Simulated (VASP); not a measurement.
BiTe5, 6 atoms in the cell. Symmetry: P4/mmm, No. 123, tetragonal system. The conventional cell has a = 7.276 Å, b = 7.276 Å, c = 5.934 Å, α = 90.00°, β = 90.00°, γ = 90.00°. Within 3.9 Å of Bi (site symmetry 4/mmm) lie 2 Te at 2.97 Å. Te (site symmetry m2m) has 3 Te at 2.80 to 3.31 Å within 3.7 Å. Te (site symmetry 4/mmm) has 2 Bi at 2.97 Å and 8 Te at 4.00 Å within 4.0 Å. The cell was built from a structure type or drawn by symmetry, and may not be a known phase.

```yaml
Program: VASP 6.6.1
Task: single point
Functional: PBE
Potentials_or_basis: VASP PAW PBE potentials, release 64 (Bi_d, Te)
Cutoff: 520 eV
k_mesh: 4 × 4 × 4
Occupations: gaussian, width 0.1 eV
Spin: no spin polarisation
Dipole_correction: no
Further_INCAR_settings: ALGO = Normal; EDIFF = 1e-06; NBANDS = 32
```

Potentials or basis: VASP PAW PBE potentials, release 64 (Bi_d, Te).

Command:

```bash
$ cat potpaw_PBE.64/Bi_d/POTCAR potpaw_PBE.64/Te/POTCAR > POTCAR
$ mpirun -np 1 vasp_std > vasp.out
```

Hardware: 1 thread of Intel(R) Xeon(R) Platinum 8488C (Sapphire Rapids), on a shared host.

**Question.** Estimate the wall time of this run.

**Answer.** It took 2.2 min on 1 thread of Intel(R) Xeon(R) Platinum 8488C (Sapphire Rapids), on a shared host, peak memory 0.45 GiB. Counts: scf iterations 15, k points 18.
